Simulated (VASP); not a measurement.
Set up this calculation in VASP 6.6.1, as the native input.

```yaml
Task: single point
Functional: PBE
Potentials_or_basis: VASP PAW PBE potentials, release 64 (K_sv, I)
Cutoff: 500 eV
k_mesh: 4 × 4 × 4
Occupations: gaussian, width 0.01 eV
Spin: no spin polarisation
Dipole_correction: no
Further_INCAR_settings: ALGO = Normal; EDIFF = 1e-06; NBANDS = 15
```

The structure of KI lies in POSCAR:

```
KI
1.0
    0.0000000000      3.5327750000      3.5327750000
    3.5327750000      0.0000000000      3.5327750000
    3.5327750000      3.5327750000      0.0000000000
K I
1 1
Direct
    0.0042459540     -0.0042459540      0.0042459540
    0.5000000000      0.5000000000      0.5000000000
```

These files were run (other wordings do the same):

INCAR

```
PREC = Accurate
ENCUT = 500
EDIFF = 1E-6
ISMEAR = 0
SIGMA = 0.01
LREAL = F
LASPH = T
NELM = 120
ALGO = Normal
ISIF = 2
LWAVE = F
LCHARG = F
GGA = PE
NBANDS = 15
GGA_COMPAT = F
```

KPOINTS

```
regular mesh
0
Gamma
  4 4 4
```

Potentials or basis: VASP PAW PBE potentials, release 64 (K_sv, I).

The run is started by

```console
$ cat potpaw_PBE.64/K_sv/POTCAR potpaw_PBE.64/I/POTCAR > POTCAR
$ mpirun -np 1 vasp_std > vasp.out
```

It gave:

- Pressure: 0.6 GPa
- Largest force: 0.033 eV/Å
- Band gap on the k mesh: 3.96 eV, direct

Caveat: spin-orbit coupling is left out, which moves the levels of the heavy elements.

Run time: 11 s on 1 thread of Intel(R) Xeon(R) 6975P-C (Granite Rapids) (shared host), peak memory 0.2 GiB.
